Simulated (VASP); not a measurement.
A run of VASP 6.6.1 is set up as follows.

File INCAR:

```
PREC = Accurate ; ENCUT = 520
EDIFF = 1E-7 ; ISMEAR = 0
SIGMA = 0.15 ; LREAL = F
LASPH = T ; NELM = 80
ALGO = Fast ; ISIF = 2
LWAVE = F ; LCHARG = F
GGA = PE ; NBANDS = 11
```

The input KPOINTS:

```
regular mesh
0
Gamma
  14 14 14
```

The input POSCAR:

```
Ca
1.0
    0.0000000000      2.7942000000      2.7942000000
    2.5846350000      0.0000000000      2.7942000000
    2.5846350000      2.7942000000      0.0000000000
Ca
1
Direct
    0.0000000000      0.0000000000      0.0000000000
```

Potentials or basis: VASP PAW PBE potentials, release 64 (Ca_sv).

Run with:

```sh
$ cat potpaw_PBE.64/Ca_sv/POTCAR > POTCAR
$ mpirun -np 1 vasp_std > vasp.out
```

Question: Estimate the pressure.

Answer: 0.8 GPa.

Question: Estimate the band gap on the k mesh.

Answer: Zero (band 5 reaches 2.30 eV, above the bottom of band 6 at 2.02 eV).

Stress tensor (GPa, compression positive):
```
1.08 0.00 0.00
0.00 0.71 0.00
0.00 0.00 0.71
```

Caveat: the cell differs from its parent crystal (strain -0.0750 x Voigt [1, 0, 0, 0, 0, 0]).
